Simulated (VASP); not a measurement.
A run of VASP 6.6.1 is set up as follows.

File INCAR:

```
  ALGO = Normal
  EDIFF = 1E-6
  EDIFFG = -0.005
  ENCUT = 600
  GGA = PE
  IBRION = 2
  ISIF = 3
  ISMEAR = -1
  LASPH = T
  LCHARG = F
  LREAL = F
  LWAVE = F
  NELM = 60
  NSW = 100
  PREC = Accurate
  SIGMA = 0.05
```

KPOINTS

```
k-points
0
Gamma
  11 11 11
```

The input POSCAR:

```
Mo
1.0
    0.0000000000      3.1425578974      3.1425578974
    3.1425578974      0.0000000000      3.1425578974
    3.1425578974      3.1425578974      0.0000000000
Mo
2
Direct
    0.0000000000      0.0000000000      0.0000000000
    0.2500000000      0.2500000000      0.2500000000
```

Potentials or basis: VASP PAW PBE potentials, release 64 (Mo_sv).

Command:

```bash
$ cat potpaw_PBE.64/Mo_sv/POTCAR > POTCAR
$ mpirun -np 1 vasp_std > vasp.out
```

**Question.** Predict the relaxed volume.

**Answer.** 23.09 Å³/atom.

**Question.** What does it give for the relaxed cell?

**Answer.** a = 4.027 Å, b = 4.027 Å, c = 4.027 Å, α = 60.00°, β = 60.00°, γ = 60.00°.

**Question.** Estimate the space group after relaxing (to 0.05 Å).

**Answer.** Fd-3m (No. 227).

Step by step:
```csv
step,energy change (eV),largest force (eV/Å),pressure (GPa),volume (Å³)
1,0.0000,0.0000,-17.37,62.07
2,-0.0869,0.0000,41.09,36.48
3,-1.1034,0.0000,-1.25,46.74
4,-1.1054,0.0000,-0.32,46.33
5,-1.1054,0.0000,0.34,46.04
6,-1.1054,0.0000,-0.35,46.34
7,-1.1055,0.0000,-0.10,46.19
8,-1.1055,0.0000,0.06,46.15
9,-1.1055,0.0000,0.06,46.17
10,-1.1055,0.0000,0.04,46.18
11,-1.1055,0.0000,0.02,46.18
```

Caveat: the volume moved by over 15 % at a fixed basis, so the end points are rough.
